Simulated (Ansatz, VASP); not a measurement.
Cu3O2 in VASP and in Ansatz

```xyz
5
Lattice="-2.0943 2.0943 3.6707 2.0943 -2.0943 3.6707 2.0943 2.0943 -3.6707" Properties=species:S:1:pos:R:3 pbc="T T T"
Cu    2.0943    0.0000    1.8354
Cu    0.0000    2.0943    1.8354
Cu    0.0000    0.0000    0.0000
O     2.0943    0.0000    0.0000
O     0.0000    2.0943    0.0000
```

Alike in both runs: task single point; functional PBE; k mesh 14 × 14 × 14; occupations gaussian, width 0.15 eV; no spin polarisation.

|  | VASP | Ansatz |
| --- | --- | --- |
| version | VASP 6.6.1 | Ansatz 0.2.0 |
| potentials or method | VASP PAW PBE potentials, release 64 (Cu, O), cutoff 520 eV | scalar-relativistic, plane waves, PAW |
| valence electrons in the cell | 45 | 69 |

VASP gave:

| Quantity | Value |
| --- | --- |
| gap on the k mesh at the Fermi level (eV) | none |
| pressure (GPa) | -3.7 |
| traceless stress, the component that is largest in VASP (GPa) | 1.02 |

Task: Estimate Ansatz's values.

Result: gap on the k mesh at the Fermi level (eV): none; pressure (GPa): -4.3; traceless stress, the component that is largest in VASP (GPa): 0.23.

A gap of «none» marks a metal or a gap that the smearing closes. VASP's potentials hold 45 valence electrons a cell and Ansatz's 69, so a difference there can come from the potentials and not from the codes.
